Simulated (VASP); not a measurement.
# Ge (P6_3/mmc) in VASP: notebook

Ge is run at these levels: PBE; tasks: single point.

Program: VASP 6.6.1. These are calculated values, not measurements. Logs are shortened: lines on timing, memory, paths and dates and some standing lists are left out, and cuts for length are marked.

### 1 The cell of the first run

Symmetry: P6_3/mmc, No. 194, hexagonal system. The conventional cell has a = 3.937 Å, b = 3.937 Å, c = 7.094 Å, α = 90.00°, β = 90.00°, γ = 120.00°. Ge (site symmetry 3m) has 4 Ge at 2.42 to 2.72 Å within 3.2 Å.

This isn't the form of Ge at room conditions, which is diamond.

### 2 Single point, PBE (strained)

File INCAR:

```
PREC     = Accurate       # precision mode
ENCUT    = 520            # plane-wave cutoff, eV
EDIFF    = 1E-6           # SCF threshold, eV
ISMEAR   = 0              # smearing method
SIGMA    = 0.1            # smearing width, eV
LREAL    = F              # projectors in reciprocal space
LASPH    = T              # aspherical terms in the spheres
NELM     = 80             # most SCF steps
ALGO     = Normal         # electronic algorithm
ISIF     = 2              # what is computed and relaxed
LWAVE    = F              # write WAVECAR
LCHARG   = F              # write CHGCAR
GGA      = PE             # functional
NBANDS   = 36             # bands
```

File KPOINTS:

```
regular mesh
0
Gamma
  12 12 6
```

File POSCAR:

```
Ge
1.0
    3.9371423452      0.0000000000      0.0000000000
   -1.9685711726      3.4096652892      0.0000000000
    0.0000000000      0.0000000000      7.0935393709
Ge
4
Direct
    0.6666666667      0.3333333333      0.0583553670
    0.3333333333      0.6666666667      0.5583553670
    0.6666666667      0.3333333333      0.4416446330
    0.3333333333      0.6666666667      0.9416446330
```

Potentials or basis: VASP PAW PBE potentials, release 64 (Ge_d).

Run with:

```console
> cat potpaw_PBE.64/Ge_d/POTCAR > POTCAR
> mpirun -np 1 vasp_std > vasp.out
```

OUTCAR:

```text
PREC = Accurate
   ENCUT = 520
   EDIFF = 1E-6
   ISMEAR = 0
   LREAL = F
   LASPH = T
   NELM = 80
   ISIF = 2
   GGA = PE

 ion  position               nearest neighbor table
   1  0.667  0.333  0.058-   4 2.42   4 2.42   4 2.42   3 2.72
   2  0.333  0.667  0.558-   3 2.42   3 2.42   3 2.42   4 2.72
   3  0.667  0.333  0.442-   2 2.42   2 2.42   2 2.42   1 2.72
   4  0.333  0.667  0.942-   1 2.42   1 2.42   1 2.42   2 2.72

  LATTYP: Found a hexagonal cell.
 ALAT       =     3.9371423452
 C/A-ratio  =     1.8016974620

  Lattice vectors:

 A1 = (   3.9371423452,   0.0000000000,   0.0000000000)
 A2 = (  -1.9685711726,   3.4096652892,   0.0000000000)
 A3 = (   0.0000000000,   0.0000000000,   7.0935393709)

Analysis of symmetry for initial positions (statically):
=====================================================================
 Subroutine PRICEL returns:
 Original cell was already a primitive cell.

 Routine SETGRP: Setting up the symmetry group for a
 hexagonal supercell.

 Subroutine GETGRP returns: Found 24 space group operations
 (whereof 12 operations were pure point group operations)
 out of a pool of 24 trial point group operations.

The static configuration has the point symmetry D_3d.
 The point group associated with its full space group is D_6h.

Analysis of symmetry for dynamics (positions and initial velocities):
=====================================================================
 Subroutine PRICEL returns:
 Original cell was already a primitive cell.

 Routine SETGRP: Setting up the symmetry group for a
 hexagonal supercell.

 Subroutine GETGRP returns: Found 24 space group operations
 (whereof 12 operations were pure point group operations)
 out of a pool of 24 trial point group operations.

The dynamic configuration has the point symmetry D_3d.
 The point group associated with its full space group is D_6h.

 Subroutine INISYM returns: Found 24 space group operations
 (whereof 12 operations are pure point group operations),
 and found     1 'primitive' translations

----------------------------------------------------------------------------------------

                                     Primitive cell

  volume of cell :      95.2261

  direct lattice vectors                    reciprocal lattice vectors
     3.937142345  0.000000000  0.000000000     0.253991325  0.146641960  0.000000000
    -1.968571173  3.409665289  0.000000000     0.000000000  0.293283919  0.000000000
     0.000000000  0.000000000  7.093539371     0.000000000  0.000000000  0.140973349

  length of vectors
     3.937142345  3.937142345  7.093539371     0.293283919  0.293283919  0.140973349

  position of ions in fractional coordinates (direct lattice)
     0.666666667  0.333333333  0.058355367
     0.333333333  0.666666667  0.558355367
     0.666666667  0.333333333  0.441644633
     0.333333333  0.666666667  0.941644633

  ion indices of the primitive-cell ions
   primitive index   ion index
                 1           1
                 2           2
                 3           3
                 4           4

----------------------------------------------------------------------------------------

 KPOINTS: regular mesh

Automatic generation of k-mesh.
 Grid dimensions read from file:
 generate k-points for:   12   12    6

 Generating k-lattice:

  Cartesian coordinates                     Fractional coordinates (reciprocal lattice)
     0.021165944  0.012220163  0.000000000     0.083333333 -0.000000000  0.000000000
     0.000000000  0.024440327  0.000000000     0.000000000  0.083333333  0.000000000
     0.000000000  0.000000000  0.023495558     0.000000000  0.000000000  0.166666667

  Length of vectors
     0.024440327  0.024440327  0.023495558

  Shift w.r.t. Gamma in fractional coordinates (k-lattice)
     0.000000000  0.000000000  0.000000000

 Subroutine IBZKPT returns following result:
 ===========================================

 Found     76 irreducible k-points:

 Following reciprocal coordinates:
            Coordinates               Weight
  0.000000  0.000000  0.000000      1.000000
  0.083333  0.000000  0.000000      6.000000
  0.166667  0.000000  0.000000      6.000000
  0.250000  0.000000  0.000000      6.000000
  0.333333  0.000000  0.000000      6.000000
  0.416667  0.000000  0.000000      6.000000
[... 16 lines left out ...]
  0.250000  0.000000  0.166667     12.000000
  0.333333  0.000000  0.166667     12.000000
 [... further k-points ...]
   k-points           NKPTS =     76   k-points in BZ     NKDIM =     76   number of bands    NBANDS=     36
   number of dos      NEDOS =    301   number of ions     NIONS =      4
   total plane-waves  NPLWV =  48600
   dimension x,y,z NGX =    30 NGY =   30 NGZ =   54
   dimension x,y,z NGXF=    60 NGYF=   60 NGZF=  108
   ions per type =               4
   NGX,Y,Z   is equivalent  to a cutoff of  12.67, 12.67, 12.66 a.u.
   NGXF,Y,Z  is equivalent  to a cutoff of  25.34, 25.34, 25.31 a.u.
 SYSTEM =  unknown system
   PREC   = accura    normal or accurate (medium, high low for compatibility)
   ISTART =      0    job   : 0-new  1-cont  2-samecut
   ICHARG =      2    charge: 1-file 2-atom 10-const
   ISPIN  =      1    spin polarized calculation?
   LNONCOLLINEAR =      F non collinear calculations
   LSORBIT =      F    spin-orbit coupling
   LASPH  =      T    aspherical Exc in radial PAW
   ENCUT  =  520.0 eV  38.22 Ry    6.18 a.u.   7.32  7.32 13.19*2*pi/ulx,y,z
   NELM   =     80;   NELMIN=  2; NELMDL= -5     # of ELM steps
   EDIFF  = 0.1E-05   stopping-criterion for ELM
   LREAL  =      F    real-space projection
   EDIFFG = 0.1E-04   stopping-criterion for IOM
   NSW    =      0    number of steps for IOM
   IBRION =     -1    ionic relax: 0-MD 1-quasi-New 2-CG
   NFREE  =      0    steps in history (QN), initial steepest desc. (CG)
   ISIF   =      2    stress and relaxation
   ISYM   =      2    0-nonsym 1-usesym 2-fastsym
   POTIM  = 0.5000    time-step for ionic-motion
   TEBEG  =    0.0;   TEEND  =   0.0 temperature during run
   PSTRESS=    0.0 pullay stress
   NELECT =      56.0000    total number of electrons
   NUPDOWN=      -1.0000    fix difference up-down
   EMIN   =  10.00;   EMAX   =-10.00  energy-range for DOS
   EFERMI =   0.00;   METHOD = LEGACY
   ISMEAR =     0;   SIGMA  =   0.10  broadening in eV -4-tet -1-fermi 0-gaus
   EFERMI_NEDOS =   21; number of points for ismear=-14 and -15
   IALGO  =     38    algorithm
   IMIX   =      4    mixing-type and parameters
     AMIX     =   0.40;   BMIX     =  1.00
     AMIX_MAG =   1.60;   BMIX_MAG =  1.00
  volume/ion in A,a.u.               =      23.81       160.65
  Fermi-wavevector in a.u.,A,eV,Ry     =   1.371573  2.591897 25.595446  1.881212
  Thomas-Fermi vector in A             =   2.497258
   LORBIT       =      0    0 simple, 1 ext, 2 COOP (PROOUT), +10 PAW based schemes
   GGA     = PE    functional components
   LHFCALC =     F    Hartree Fock is set to
   AEXX    =    0.0000 exact exchange contribution
   IVDW    =     0    specifies the selected vdW correction
   LEPSILON=     F    determine dielectric tensor
   LRPA    =     F    only Hartree local field effects (RPA)
 non-spin polarized calculation
 Gauss-broadening in eV      SIGMA  =   0.10
  energy-cutoff  :      520.00
  volume of cell :       95.23
 maximum number of plane-waves:      2601
 NGX is ok and might be reduce to    30
   NGX = 15   NGY = 15   NGZ = 27

 number of electron      56.0000016 magnetization

 Free energy of the ion-electron system (eV)
  ---------------------------------------------------
  ext. energy  EPLUGINS =         0.00000000
  ---------------------------------------------------
  free energy    TOTEN  =       -17.68470203 eV

  energy without entropy =      -17.68379710  energy(sigma->0) =      -17.68424956

 E-fermi :   4.5808     XC(G=0):  -9.6814

 val. band max:        4.5265528923   @ k =   0.0833   0.0000   0.0000
 cond. band min:       4.5970748366   @ k =   0.0000   0.0000   0.0000
 fundamental gap:      0.0705219443
 Fermi energy:         4.5808394552

 k-point     1 :       0.0000    0.0000    0.0000
  band No.  band energies     occupation
      1     -20.3208      2.00000
      2     -20.3208      2.00000
      3     -20.3043      2.00000
      4     -20.3043      2.00000
      5     -20.2455      2.00000
      6     -20.2455      2.00000
[... 28 lines left out ...]
     35       8.9624      0.00000
     36      10.9230      0.00000

 k-point     2 :       0.0833    0.0000    0.0000
  band No.  band energies     occupation
      1     -20.3225      2.00000
      2     -20.3224      2.00000
      3     -20.3063      2.00000
      4     -20.3044      2.00000
      5     -20.2473      2.00000
      6     -20.2412      2.00000
[... 28 lines left out ...]
     35       9.2831      0.00000
     36      11.2089      0.00000

 k-point     3 :       0.1667    0.0000    0.0000
  band No.  band energies     occupation
      1     -20.3258      2.00000
      2     -20.3252      2.00000
      3     -20.3108      2.00000
      4     -20.3036      2.00000
      5     -20.2530      2.00000
      6     -20.2301      2.00000
[... 28 lines left out ...]
     35      10.1094      0.00000
     36      10.4674      0.00000
[... 742 lines left out ...]
 k-point    23 :       0.2500    0.0000    0.1667
  band No.  band energies     occupation
      1     -20.3281      2.00000
      2     -20.3237      2.00000
      3     -20.3162      2.00000
      4     -20.3014      2.00000
      5     -20.2585      2.00000
      6     -20.2176      2.00000
[... 28 lines left out ...]
     35      10.8249      0.00000
     36      11.0306      0.00000

 k-point    24 :       0.3333    0.0000    0.1667
  band No.  band energies     occupation
      1     -20.3299      2.00000
      2     -20.3191      2.00000
      3     -20.3190      2.00000
      4     -20.2933      2.00000
      5     -20.2672      2.00000
      6     -20.2205      2.00000
[... 28 lines left out ...]
     35      11.8630      0.00000
     36      12.0886      0.00000

 [... further k-points ...]

------------------------ aborting loop because EDIFF is reached ----------------------------------------

  FORCE on cell =-STRESS in cart. coord.  units (eV):
  Direction    XX          YY          ZZ          XY          YZ          ZX
  --------------------------------------------------------------------------------------
  -------------------------------------------------------------------------------------
  Total        3.6373049      3.6373049     -4.3663751      0.0000000      0.0000000      0.0000000
  in kB       61.1976068     61.1976068    -73.4642036      0.0000000      0.0000000      0.0000000
  external PRESSURE =      16.3103367 kB  Pullay stress =       0.0000000 kB

 VOLUME and BASIS-vectors are now :
 -----------------------------------------------------------------------------
  energy-cutoff  :      520.00
  volume of cell :       95.23
      direct lattice vectors                 reciprocal lattice vectors
     3.937142345  0.000000000  0.000000000     0.253991325  0.146641960  0.000000000
    -1.968571173  3.409665289  0.000000000     0.000000000  0.293283919  0.000000000
     0.000000000  0.000000000  7.093539371     0.000000000  0.000000000  0.140973349

 POSITION                                       TOTAL-FORCE (eV/Angst)
 -----------------------------------------------------------------------------------
      1.96857      1.13656      0.41395         0.000000     -0.000000      0.968235
     -0.00000      2.27311      3.96072        -0.000000      0.000000      0.968235
      1.96857      1.13656      3.13282         0.000000     -0.000000     -0.968235
     -0.00000      2.27311      6.67959        -0.000000      0.000000     -0.968235
 -----------------------------------------------------------------------------------
    total drift:                               -0.000000      0.000000     -0.000000

  FREE ENERGIE OF THE ION-ELECTRON SYSTEM (eV)
  ---------------------------------------------------
  free  energy   TOTEN  =       -17.6847020303 eV

  energy  without entropy=      -17.6837970979  energy(sigma->0) =      -17.68424956
```

Run time: 5.4 min. Hardware: 1 thread of Intel Xeon 8259CL, shared host; peak memory 0.32 GiB.

Results:

```
Free energy            : -17.6847 eV
Pressure               : 1.6 GPa
Largest force          : 0.968 eV/Å
Band gap on the k mesh : 0.07 eV (least direct gap 0.08 eV)
```

Forces in eV/Å, atoms in the order of the input:
```
Ge   0.000  0.000  0.968
Ge   0.000  0.000  0.968
Ge   0.000  0.000 -0.968
Ge   0.000  0.000 -0.968
```

Caveat: the cell differs from its parent crystal (strained). A k mesh can miss the band edges.

### 3 Single point, PBE (strain along c alone, the other axes held: -4.5 %, then relaxed in part)

File INCAR:

```
PREC     = Accurate       # precision mode
ENCUT    = 520            # plane-wave cutoff, eV
EDIFF    = 1E-6           # SCF threshold, eV
ISMEAR   = 0              # smearing method
SIGMA    = 0.1            # smearing width, eV
LREAL    = False          # projectors in reciprocal space
LASPH    = True           # aspherical terms in the spheres
NELM     = 60             # most SCF steps
ALGO     = Normal         # electronic algorithm
ISIF     = 2              # what is computed and relaxed
LWAVE    = False          # write WAVECAR
LCHARG   = False          # write CHGCAR
GGA      = PE             # functional
NBANDS   = 36             # bands
```

File KPOINTS:

```
regular mesh
0
Gamma
  12 12 8
```

File POSCAR:

```
Ge
1.0
    4.0581567077      0.0000000000      0.0000000000
   -2.0290783538      3.5144668014      0.0000000000
    0.0000000000      0.0000000000      6.3913644245
Ge
4
Direct
    0.6666666667      0.3333333333      0.0594986901
    0.3333333333      0.6666666667      0.5594986901
    0.6666666667      0.3333333333      0.4405013099
    0.3333333333      0.6666666667      0.9405013099
```

Potentials or basis: VASP PAW PBE potentials, release 64 (Ge_d).

Run with:

```console
> cat potpaw_PBE.64/Ge_d/POTCAR > POTCAR
> mpirun -np 1 vasp_std > vasp.out
```

OUTCAR:

```text
PREC = Accurate
   ENCUT = 520
   EDIFF = 1E-6
   ISMEAR = 0
   LREAL = False
   LASPH = True
   NELM = 60
   ISIF = 2
   GGA = PE

 ion  position               nearest neighbor table
   1  0.667  0.333  0.059-   3 2.44   4 2.46   4 2.46   4 2.46
   2  0.333  0.667  0.559-   4 2.44   3 2.46   3 2.46   3 2.46
   3  0.667  0.333  0.441-   1 2.44   2 2.46   2 2.46   2 2.46
   4  0.333  0.667  0.941-   2 2.44   1 2.46   1 2.46   1 2.46

  LATTYP: Found a hexagonal cell.
 ALAT       =     4.0581567077
 C/A-ratio  =     1.5749427351

  Lattice vectors:

 A1 = (   4.0581567077,   0.0000000000,   0.0000000000)
 A2 = (  -2.0290783538,   3.5144668014,   0.0000000000)
 A3 = (   0.0000000000,   0.0000000000,   6.3913644245)

Analysis of symmetry for initial positions (statically):
=====================================================================
 Subroutine PRICEL returns:
 Original cell was already a primitive cell.

 Routine SETGRP: Setting up the symmetry group for a
 hexagonal supercell.

 Subroutine GETGRP returns: Found 24 space group operations
[... 169 lines left out ...]
  energy without entropy =      -17.90697190  energy(sigma->0) =      -17.90734759

 E-fermi :   4.9194     XC(G=0):  -9.8851

 val. band max:        4.8913549700   @ k =   0.0000   0.0000   0.1250
 cond. band min:       5.0102089935   @ k =   0.0000   0.0000   0.0000
 fundamental gap:      0.1188540235
 Fermi energy:         4.9193696111

 k-point     1 :       0.0000    0.0000    0.0000
  band No.  band energies     occupation
      1     -19.9006      2.00000
      2     -19.9006      2.00000
      3     -19.8965      2.00000
      4     -19.8613      2.00000
      5     -19.8613      2.00000
      6     -19.8598      2.00000
[... 925 lines left out ...]
     35      11.7288      0.00000
     36      12.6993      0.00000

 [... further k-points ...]

------------------------ aborting loop because EDIFF is reached ----------------------------------------

  FORCE on cell =-STRESS in cart. coord.  units (eV):
  Direction    XX          YY          ZZ          XY          YZ          ZX
  --------------------------------------------------------------------------------------
  -------------------------------------------------------------------------------------
  Total        0.5902514      0.5902514      4.1771950      0.0000000      0.0000000     -0.0000000
  in kB       10.3744663     10.3744663     73.4198498      0.0000000      0.0000000     -0.0000000
  external PRESSURE =      31.3895942 kB  Pullay stress =       0.0000000 kB

 VOLUME and BASIS-vectors are now :
 -----------------------------------------------------------------------------
  energy-cutoff  :      520.00
  volume of cell :       91.16
      direct lattice vectors                 reciprocal lattice vectors
     4.058156708  0.000000000  0.000000000     0.246417295  0.142269092  0.000000000
    -2.029078354  3.514466801  0.000000000     0.000000000  0.284538184  0.000000000
     0.000000000  0.000000000  6.391364424     0.000000000  0.000000000  0.156461114

 POSITION                                       TOTAL-FORCE (eV/Angst)
 -----------------------------------------------------------------------------------
      2.02908      1.17149      0.38028         0.000000      0.000000      0.000265
     -0.00000      2.34298      3.57596        -0.000000      0.000000      0.000265
      2.02908      1.17149      2.81540         0.000000      0.000000     -0.000265
     -0.00000      2.34298      6.01109        -0.000000     -0.000000     -0.000265
 -----------------------------------------------------------------------------------
    total drift:                                0.000000     -0.000000      0.000000

  FREE ENERGIE OF THE ION-ELECTRON SYSTEM (eV)
  ---------------------------------------------------
  free  energy   TOTEN  =       -17.9077232895 eV

  energy  without entropy=      -17.9069718972  energy(sigma->0) =      -17.90734759
```

It took 3.5 min on 1 thread of AMD EPYC 7R13, shared host; peak memory 0.31 GiB.

Results:

```yaml
Free_energy: -17.9077 eV
Pressure: 3.1 GPa
Band_gap_on_the_k_mesh: zero (bands 28 and 29 overlap by 0.41 eV)
```

Stress tensor (GPa, compression positive):
```
1.04 0.00 0.00
0.00 1.04 0.00
0.00 0.00 7.34
```

Levels at points of the mesh, in eV from the Fermi level:
| k point | band 25 | band 26 | band 27 | band 28 | band 29 | band 30 | band 31 | band 32 |
| --- | --- | --- | --- | --- | --- | --- | --- | --- |
| (0.00, 0.00, 0.00) | -1.68 | -0.57 | 0.09 | 0.09 | 0.13 | 0.13 | 2.13 | 2.13 |
| (0.50, 0.00, 0.00) | -4.50 | -3.19 | -2.71 | -1.39 | 0.33 | 1.82 | 3.77 | 3.90 |
| (0.00, 0.00, 0.50) | -1.00 | -1.00 | -1.00 | -1.00 | 0.36 | 0.36 | 3.29 | 3.29 |
| (0.50, 0.00, 0.50) | -2.47 | -2.47 | -2.26 | -2.26 | 0.67 | 0.67 | 2.24 | 2.24 |

Caveat: the cell differs from its parent crystal (strain along c alone, the other axes held: -4.5 %, then relaxed in part); the cell stands under pressure; semilocal functionals underestimate gaps, so a narrow gap can read as zero.

(Continued in part 2 of 2.)
